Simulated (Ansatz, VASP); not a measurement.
## Two plane-wave programs on C

```xyz
4
Lattice="-1.2328 2.1341 0.0000 -1.2328 0.0000 -3.3979 -3.6983 -2.1341 0.0000" Properties=species:S:1:pos:R:3 pbc="T T T"
C    -3.6985   -1.4225   -0.0700
C    -2.4654    0.7114    0.0700
C    -2.4655   -0.7116    0.0332
C    -1.2328    1.4227   -0.0332
```

Change from the starting cell: mode 4 frozen in at -0.052 Å and mode 6 at -0.018 Å (largest displacements).

Alike in both runs: task single point; functional PBE; dispersion D3(BJ); k mesh 14 × 10 × 8; occupations gaussian, width 0.03 eV; no spin polarisation.

```csv
,VASP,Ansatz
version,VASP 6.6.1,Ansatz 0.2.0
potentials or method,"VASP PAW PBE potentials, release 64 (C), cutoff 520 eV","scalar-relativistic, plane waves, PAW"
valence electrons in the cell,16,16
```

```csv
,VASP,Ansatz,Ansatz less VASP
gap on the k mesh at the Fermi level (eV),0.41,0.41,0.000
least direct gap on the mesh (eV),0.51,0.51,0.000
pressure (GPa),-0.1,-0.6,-0.44
"traceless stress, the component that is largest in VASP (GPa)",-0.81,-0.81,+0.005
rms of the force components (eV/Å),0.354,0.356,+0.0019
```

Atom by atom the forces differ by 0.002 eV/Å (rms over components).
